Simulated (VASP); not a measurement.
# La (P6/mmm) in VASP: further runs

La is run at these levels: BLYP; tasks: single point, relaxation of cell and atoms.

Everything below comes from runs of VASP 6.6.1. Logs are shortened: lines on timing, memory, paths and dates and some standing lists are left out, and cuts for length are marked.

## Step 1: The cell of the first run

It takes space group P6/mmm (No. 191, hexagonal). The conventional cell has a = 6.089 Å, b = 6.089 Å, c = 3.742 Å, α = 90.00°, β = 90.00°, γ = 120.00°. La (site symmetry 6/mmm) has 14 La at 3.74 to 3.98 Å within 4.9 Å. La (site symmetry -6m2) has 11 La at 3.52 to 3.98 Å within 4.6 Å.

This isn't the form of La at room conditions, which is double hcp.

## Step 2: Single point, BLYP

INCAR

```
PREC = Accurate ; ENCUT = 520
EDIFF = 1E-6 ; ISMEAR = -1
SIGMA = 0.1 ; LREAL = False
LASPH = True ; NELM = 100
ALGO = Normal ; ISIF = 2
LWAVE = False ; LCHARG = True
GGA = B5 ; ALDAX = 1.0
AGGAX = 1.0 ; AGGAC = 1.0
ALDAC = 0.0 ; LELF = True
LVHAR = True ; NBANDS = 24
```

KPOINTS

```
regular mesh
0
Gamma
  8 8 11
```

POSCAR

```
La
1.0
    6.0885228176      0.0000000000      0.0000000000
   -3.0442614088      5.2728154316      0.0000000000
    0.0000000000      0.0000000000      3.7415554064
La
3
Direct
    0.0000000000      1.0000000000      0.0000000000
    0.3333333333      0.6666666667      0.5000000000
    0.6666666667      0.3333333333      0.5000000000
```

Potentials or basis: VASP PAW PBE potentials, release 64 (La).

Command:

```console
$ cat potpaw_PBE.64/La/POTCAR > POTCAR
$ mpirun -np 1 vasp_std > vasp.out
```

OUTCAR:

```text
PREC = Accurate
   ENCUT = 520
   EDIFF = 1E-6
   ISMEAR = -1
   LREAL = False
   LASPH = True
   NELM = 100
   ISIF = 2
   GGA = B5

 ion  position               nearest neighbor table
   1  0.000  0.000  0.000-
   2  0.333  0.667  0.500-   3 3.52   3 3.52   3 3.52
   3  0.667  0.333  0.500-   2 3.52   2 3.52   2 3.52

  LATTYP: Found a hexagonal cell.
 ALAT       =     6.0885228176
 C/A-ratio  =     0.6145259726

  Lattice vectors:

 A1 = (   6.0885228176,   0.0000000000,   0.0000000000)
 A2 = (  -3.0442614088,   5.2728154316,   0.0000000000)
 A3 = (   0.0000000000,   0.0000000000,   3.7415554064)

Analysis of symmetry for initial positions (statically):
=====================================================================
 Subroutine PRICEL returns:
 Original cell was already a primitive cell.

 Routine SETGRP: Setting up the symmetry group for a
 hexagonal supercell.

 Subroutine GETGRP returns: Found 24 space group operations
 (whereof 24 operations were pure point group operations)
 out of a pool of 24 trial point group operations.

The static configuration has the point symmetry D_6h.

Analysis of symmetry for dynamics (positions and initial velocities):
=====================================================================
 Subroutine PRICEL returns:
 Original cell was already a primitive cell.

 Routine SETGRP: Setting up the symmetry group for a
 hexagonal supercell.

 Subroutine GETGRP returns: Found 24 space group operations
 (whereof 24 operations were pure point group operations)
 out of a pool of 24 trial point group operations.

The dynamic configuration has the point symmetry D_6h.

 Subroutine INISYM returns: Found 24 space group operations
 (whereof 24 operations are pure point group operations),
 and found     1 'primitive' translations

----------------------------------------------------------------------------------------

                                     Primitive cell

  volume of cell :     120.1176

  direct lattice vectors                    reciprocal lattice vectors
     6.088522818  0.000000000  0.000000000     0.164243451  0.094826001  0.000000000
    -3.044261409  5.272815432  0.000000000     0.000000000  0.189652001  0.000000000
     0.000000000  0.000000000  3.741555406     0.000000000  0.000000000  0.267268526

  length of vectors
     6.088522818  6.088522818  3.741555406     0.189652001  0.189652001  0.267268526

  position of ions in fractional coordinates (direct lattice)
     0.000000000  0.000000000  0.000000000
     0.333333333  0.666666667  0.500000000
     0.666666667  0.333333333  0.500000000

  ion indices of the primitive-cell ions
   primitive index   ion index
                 1           1
                 2           2
                 3           3

----------------------------------------------------------------------------------------

 KPOINTS: regular mesh

Automatic generation of k-mesh.
 Grid dimensions read from file:
 generate k-points for:    8    8   11

 Generating k-lattice:

  Cartesian coordinates                     Fractional coordinates (reciprocal lattice)
     0.020530431  0.011853250  0.000000000     0.125000000  0.000000000  0.000000000
     0.000000000  0.023706500  0.000000000     0.000000000  0.125000000  0.000000000
     0.000000000  0.000000000  0.024297139     0.000000000  0.000000000  0.090909091

  Length of vectors
     0.023706500  0.023706500  0.024297139

  Shift w.r.t. Gamma in fractional coordinates (k-lattice)
     0.000000000  0.000000000  0.000000000

 Subroutine IBZKPT returns following result:
 ===========================================

 Found     60 irreducible k-points:

 Following reciprocal coordinates:
            Coordinates               Weight
  0.000000  0.000000  0.000000      1.000000
  0.125000  0.000000  0.000000      6.000000
  0.250000  0.000000  0.000000      6.000000
  0.375000  0.000000  0.000000      6.000000
  0.500000  0.000000  0.000000      3.000000
  0.125000  0.125000  0.000000      6.000000
[... 16 lines left out ...]
  0.250000  0.000000  0.181818     12.000000
  0.375000  0.000000  0.181818     12.000000
 [... further k-points ...]
   k-points           NKPTS =     60   k-points in BZ     NKDIM =     60   number of bands    NBANDS=     24
   number of dos      NEDOS =    301   number of ions     NIONS =      3
   total plane-waves  NPLWV =  64512
   dimension x,y,z NGX =    48 NGY =   48 NGZ =   28
   dimension x,y,z NGXF=    96 NGYF=   96 NGZF=   56
   ions per type =               3
   NGX,Y,Z   is equivalent  to a cutoff of  13.11, 13.11, 12.44 a.u.
   NGXF,Y,Z  is equivalent  to a cutoff of  26.21, 26.21, 24.88 a.u.
 SYSTEM =  unknown system
   PREC   = accura    normal or accurate (medium, high low for compatibility)
   ISTART =      0    job   : 0-new  1-cont  2-samecut
   ICHARG =      2    charge: 1-file 2-atom 10-const
   ISPIN  =      1    spin polarized calculation?
   LNONCOLLINEAR =      F non collinear calculations
   LSORBIT =      F    spin-orbit coupling
   LASPH  =      T    aspherical Exc in radial PAW
   ENCUT  =  520.0 eV  38.22 Ry    6.18 a.u.  11.32 11.32  6.96*2*pi/ulx,y,z
   NELM   =    100;   NELMIN=  2; NELMDL= -5     # of ELM steps
   EDIFF  = 0.1E-05   stopping-criterion for ELM
   LREAL  =      F    real-space projection
   EDIFFG = 0.1E-04   stopping-criterion for IOM
   NSW    =      0    number of steps for IOM
   IBRION =     -1    ionic relax: 0-MD 1-quasi-New 2-CG
   NFREE  =      0    steps in history (QN), initial steepest desc. (CG)
   ISIF   =      2    stress and relaxation
   ISYM   =      2    0-nonsym 1-usesym 2-fastsym
   POTIM  = 0.5000    time-step for ionic-motion
   TEBEG  =    0.0;   TEEND  =   0.0 temperature during run
   PSTRESS=    0.0 pullay stress
   NELECT =      33.0000    total number of electrons
   NUPDOWN=      -1.0000    fix difference up-down
   EMIN   =  10.00;   EMAX   =-10.00  energy-range for DOS
   EFERMI =   0.00;   METHOD = LEGACY
   ISMEAR =    -1;   SIGMA  =   0.10  broadening in eV -4-tet -1-fermi 0-gaus
   EFERMI_NEDOS =   21; number of points for ismear=-14 and -15
   IALGO  =     38    algorithm
   IMIX   =      4    mixing-type and parameters
     AMIX     =   0.40;   BMIX     =  1.00
     AMIX_MAG =   1.60;   BMIX_MAG =  1.00
  volume/ion in A,a.u.               =      40.04       270.20
  Fermi-wavevector in a.u.,A,eV,Ry     =   1.064251  2.011142 15.410359  1.132629
  Thomas-Fermi vector in A             =   2.199763
   LORBIT       =      0    0 simple, 1 ext, 2 COOP (PROOUT), +10 PAW based schemes
   GGA     = B5    functional components
   LHFCALC =     F    Hartree Fock is set to
   AEXX    =    0.0000 exact exchange contribution
   IVDW    =     0    specifies the selected vdW correction
   LEPSILON=     F    determine dielectric tensor
   LRPA    =     F    only Hartree local field effects (RPA)
 non-spin polarized calculation
  energy-cutoff  :      520.00
  volume of cell :      120.12
 maximum number of plane-waves:      3260
 NGX is ok and might be reduce to    48
   NGX = 23   NGY = 23   NGZ = 13

 number of electron      32.9999998 magnetization

 Free energy of the ion-electron system (eV)
  ---------------------------------------------------
  ext. energy  EPLUGINS =         0.00000000
  ---------------------------------------------------
  free energy    TOTEN  =       -11.84545536 eV

  energy without entropy =      -11.66687936  energy(sigma->0) =      -11.75616736

 E-fermi :   7.6475     XC(G=0):  -8.7091

 val. band max:        7.6436835754   @ k =   0.1250   0.0000   0.1818
 cond. band min:       7.6484951988   @ k =   0.5000   0.0000   0.2727
 fundamental gap:      0.0048116234
 Fermi energy:         7.6474746070

 k-point     1 :       0.0000    0.0000    0.0000
  band No.  band energies     occupation
      1     -25.3716      2.00000
      2     -25.2213      2.00000
      3     -25.1394      2.00000
      4      -9.3938      2.00000
      5      -9.3938      2.00000
      6      -9.1537      2.00000
[... 16 lines left out ...]
     23       9.0274      0.00000
     24       9.1549      0.00000

 k-point     2 :       0.1250    0.0000    0.0000
  band No.  band energies     occupation
      1     -25.3632      2.00000
      2     -25.2236      2.00000
      3     -25.1461      2.00000
      4      -9.4541      2.00000
      5      -9.4218      2.00000
      6      -9.0814      2.00000
[... 16 lines left out ...]
     23       9.0190      0.00000
     24       9.1485      0.00000

 k-point     3 :       0.2500    0.0000    0.0000
  band No.  band energies     occupation
      1     -25.3394      2.00000
      2     -25.2301      2.00000
      3     -25.1644      2.00000
      4      -9.5454      2.00000
      5      -9.4181      2.00000
      6      -8.9573      2.00000
[... 16 lines left out ...]
     23       8.9785      0.00000
     24       9.1452      0.00000

 k-point     4 :       0.3750    0.0000    0.0000
  band No.  band energies     occupation
      1     -25.3053      2.00000
      2     -25.2430      2.00000
      3     -25.1868      2.00000
      4      -9.6100      2.00000
      5      -9.3318      2.00000
      6      -8.9372      2.00000
[... 16 lines left out ...]
     23       9.0585      0.00000
     24       9.1150      0.00000

 k-point     5 :       0.5000    0.0000    0.0000
  band No.  band energies     occupation
      1     -25.2702      2.00000
      2     -25.2681      2.00000
      3     -25.1973      2.00000
      4      -9.6328      2.00000
      5      -9.2136      2.00000
      6      -9.0896      2.00000
[... 451 lines left out ...]
 k-point    22 :       0.1250    0.0000    0.1818
  band No.  band energies     occupation
      1     -25.3361      2.00000
      2     -25.2131      2.00000
      3     -25.1280      2.00000
      4      -9.4103      2.00000
      5      -9.3801      2.00000
      6      -9.0550      2.00000
[... 16 lines left out ...]
     23       8.8809      0.00001
     24       9.0501      0.00000

 k-point    23 :       0.2500    0.0000    0.1818
  band No.  band energies     occupation
      1     -25.3139      2.00000
      2     -25.2180      2.00000
      3     -25.1463      2.00000
      4      -9.4878      2.00000
      5      -9.3772      2.00000
      6      -9.0004      2.00000
[... 16 lines left out ...]
     23       8.8693      0.00001
     24       8.9470      0.00000

 k-point    24 :       0.3750    0.0000    0.1818
  band No.  band energies     occupation
      1     -25.2821      2.00000
      2     -25.2277      2.00000
      3     -25.1694      2.00000
      4      -9.5449      2.00000
      5      -9.3150      2.00000
      6      -9.0240      2.00000
[... 16 lines left out ...]
     23       8.8699      0.00001
     24       8.9459      0.00000

 [... further k-points ...]

------------------------ aborting loop because EDIFF is reached ----------------------------------------

  FORCE on cell =-STRESS in cart. coord.  units (eV):
  Direction    XX          YY          ZZ          XY          YZ          ZX
  --------------------------------------------------------------------------------------
  -------------------------------------------------------------------------------------
  Total       -0.0225875     -0.0225875     -0.0544826      0.0000000      0.0000000      0.0000000
  in kB       -0.3012818     -0.3012818     -0.7267110      0.0000000      0.0000000      0.0000000
  external PRESSURE =      -0.4430915 kB  Pullay stress =       0.0000000 kB

 VOLUME and BASIS-vectors are now :
 -----------------------------------------------------------------------------
  energy-cutoff  :      520.00
  volume of cell :      120.12
      direct lattice vectors                 reciprocal lattice vectors
     6.088522818  0.000000000  0.000000000     0.164243451  0.094826001  0.000000000
    -3.044261409  5.272815432  0.000000000     0.000000000  0.189652001  0.000000000
     0.000000000  0.000000000  3.741555406     0.000000000  0.000000000  0.267268526

 POSITION                                       TOTAL-FORCE (eV/Angst)
 -----------------------------------------------------------------------------------
      0.00000      0.00000      0.00000         0.000000      0.000000      0.000000
     -0.00000      3.51521      1.87078        -0.000000      0.000000      0.000000
      3.04426      1.75761      1.87078         0.000000     -0.000000      0.000000
 -----------------------------------------------------------------------------------
    total drift:                               -0.000000      0.000000     -0.000000

  FREE ENERGIE OF THE ION-ELECTRON SYSTEM (eV)
  ---------------------------------------------------
  free  energy   TOTEN  =       -11.8454553594 eV

  energy  without entropy=      -11.6668793581  energy(sigma->0) =      -11.75616736
```

Wall time 3.5 min (1 thread of Intel Xeon Platinum 8259CL at 2.50GHz (Skylake/Cascade Lake), shared host); peak memory 0.34 GiB.

What came out:

```
Free energy            : -11.8455 eV
Pressure               : 0.0 GPa
Band gap on the k mesh : zero (an odd number of electrons rules out a gap without spin polarisation)
```

Caveat: the PAW data sets were made with another functional, which shifts forces and pressure a little; spin-orbit coupling is left out, which moves the levels of the heavy elements.

## Step 3: Relaxation of cell and atoms, BLYP

This run uses another cell than the first one, of 37.42 Å³/atom.

INCAR

```
AGGAC = 1.0
AGGAX = 1.0
ALDAC = 0.0
ALDAX = 1.0
ALGO = Normal
EDIFF = 1E-6
EDIFFG = -0.01
ENCUT = 600
GGA = B5
IBRION = 2
ISIF = 3
ISMEAR = -1
LASPH = True
LCHARG = False
LREAL = False
LWAVE = False
NELM = 100
NSW = 80
PREC = Accurate
SIGMA = 0.1
```

KPOINTS

```
k-points
0
Gamma
  6 6 9
```

POSCAR

```
La
1.0
    5.9574525210      0.0000000000      0.0000000000
   -2.9787262605      5.1593052250      0.0000000000
    0.0000000000      0.0000000000      3.6519183953
La
3
Direct
    0.0000000000      0.0000000000      0.0000000000
    0.3333333333      0.6666666667      0.5000000000
    0.6666666667      0.3333333333      0.5000000000
```

Potentials or basis: VASP PAW PBE potentials, release 64 (La).

Command:

```console
$ cat potpaw_PBE.64/La/POTCAR > POTCAR
$ mpirun -np 1 vasp_std > vasp.out
```

Run time: 7.1 min. Hardware: 1 thread of Intel Xeon Platinum 8259CL at 2.50GHz (Skylake/Cascade Lake), shared host; peak memory 0.32 GiB.

It converged, with:

| Property | Result |
| --- | --- |
| Free energy | -11.8435 eV |
| Relaxed volume | 39.98 Å³/atom |
| Relaxed cell | a = 6.084 Å, b = 6.084 Å, c = 3.741 Å, α = 90.00°, β = 90.00°, γ = 120.00° |
| Space group after relaxing (to 0.1 Å) | P6/mmm (No. 191) |
| Energy gained by relaxing | 14.7 meV/atom |
| Ionic steps | 5 |
| Pressure after relaxing | 0.0 GPa |
| Band gap on the k mesh | zero (an odd number of electrons rules out a gap without spin polarisation) |

The path:
| step | energy change (eV) | largest force (eV/Å) | pressure (GPa) | volume (Å³) |
| --- | --- | --- | --- | --- |
| 1 | 0.0000 | 0.0000 | 1.91 | 112.25 |
| 2 | -0.0438 | 0.0000 | 0.05 | 119.65 |
| 3 | -0.0438 | 0.0000 | 0.00 | 119.88 |
| 4 | -0.0439 | 0.0000 | 0.01 | 119.90 |
| 5 | -0.0440 | 0.0000 | 0.01 | 119.94 |

Final structure:
```yaml
crystal:
  lattice:
    - [6.08446, 0.00000, 0.00000]
    - [-3.04223, 5.26930, 0.00000]
    - [0.00000, 0.00000, 3.74095]
  atoms:
    - { symbol: La, position: [0.00000, 0.00000, 0.00000] }
    - { symbol: La, position: [0.33333, 0.66667, 0.50000] }
    - { symbol: La, position: [0.66667, 0.33333, 0.50000] }
```

Levels at points of the mesh, in eV from the Fermi level:
```
           k point  band 14  band 15  band 16  band 17  band 18  band 19  band 20
(0.00, 0.00, 0.00)    -1.26     0.32     0.52     0.52     0.52     0.52     0.91
(0.50, 0.00, 0.00)    -1.37    -1.29    -0.06     0.01     0.12     0.41     1.18
```

Caveat: the PAW data sets were made with another functional, which shifts forces and pressure a little; spin-orbit coupling is left out, which moves the levels of the heavy elements.
